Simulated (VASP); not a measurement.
O:

```xyz
2
Lattice="0.0000 1.7007 4.0793 1.6890 0.0000 4.0793 1.6890 1.7007 0.0000" Properties=species:S:1:pos:R:3 pbc="T T T"
O     1.6841    1.6284    0.5874
O     1.6940    1.7730    7.5712
```

This cell differs from its parent crystal: atom 1 moved 0.15 Å.

```yaml
Program: VASP 6.6.1
Task: relaxation of cell and atoms
Functional: PBE
Dispersion: D3(BJ)
Potentials_or_basis: VASP PAW PBE potentials, release 64 (O)
Cutoff: 600 eV
k_mesh: 14 × 14 × 14
Occupations: gaussian, width 0.15 eV
Spin: no spin polarisation
```

At the start: pressure 10.7 GPa; volume 11.72 Å³/atom.

How do energy, volume and symmetry change on relaxing?

Over 28 steps the energy falls by 78.7 meV/atom and the volume is 11.29 Å³/atom (-3.6 %); space group C2/m (No. 12, to 0.05 Å).

Step by step:
| step | energy change (eV) | largest force (eV/Å) | pressure (GPa) | volume (Å³) |
| --- | --- | --- | --- | --- |
| 1 | 0.0000 | 4.0719 | 10.66 | 23.44 |
| 2 | 3.1069 | 6.2466 | -26.24 | 26.08 |
| 3 | 0.6072 | 6.8216 | -20.42 | 24.41 |
| 4 | -0.0164 | 3.2368 | -8.86 | 23.80 |
| 5 | -0.0823 | 1.7394 | -4.23 | 23.65 |
| 6 | -0.0964 | 0.9167 | -0.90 | 23.55 |
| 7 | -0.0966 | 0.8777 | -0.52 | 23.54 |
| 8 | -0.1534 | 0.4505 | -1.60 | 23.57 |
| 9 | -0.1537 | 0.4786 | -1.70 | 23.57 |
| 10 | -0.0698 | 3.9681 | 10.24 | 23.22 |
| 11 | -0.1556 | 0.0147 | -0.40 | 23.52 |
| 12 | -0.1556 | 0.0280 | -0.33 | 23.52 |
| 13 | -0.1556 | 0.0382 | -0.29 | 23.52 |
| 14 | -0.1557 | 0.0329 | -0.28 | 23.46 |
| 15 | -0.1559 | 0.0388 | -0.08 | 23.28 |
| 16 | -0.1561 | 0.0266 | -0.07 | 23.23 |
| 17 | -0.1564 | 0.0166 | 0.00 | 23.07 |
| 18 | -0.1563 | 0.0874 | 0.14 | 22.76 |
| 19 | -0.1564 | 0.0385 | 0.05 | 22.96 |
| 20 | -0.1565 | 0.0687 | 0.33 | 22.91 |
| 21 | -0.1565 | 0.0722 | 0.31 | 22.91 |
| 22 | -0.1566 | 0.0686 | 0.29 | 22.89 |
| 23 | -0.1568 | 0.0570 | 0.27 | 22.83 |
| 24 | -0.1572 | 0.0394 | 0.20 | 22.72 |
| 25 | -0.1572 | 0.0225 | 0.10 | 22.48 |
| 26 | -0.1573 | 0.0329 | 0.13 | 22.58 |
| 27 | -0.1572 | 0.1366 | -0.34 | 22.61 |
| 28 | -0.1573 | 0.0056 | 0.06 | 22.58 |

Final structure:
```
O
1.0
     0.00631    1.78708    3.99043
     1.69755    0.09559    3.95462
     1.69028    1.69052    0.04127
O
2
Direct
  0.06975 0.08583 0.91293
  0.93025 0.91417 0.08707
```

Caveat: the cell differs from its parent crystal (atom 1 moved 0.15 Å); the standard files for N, O and F lose accuracy on very short bonds; spin is off for a triplet molecule; pairwise dispersion overbinds metals, which lowers pressure and volume.
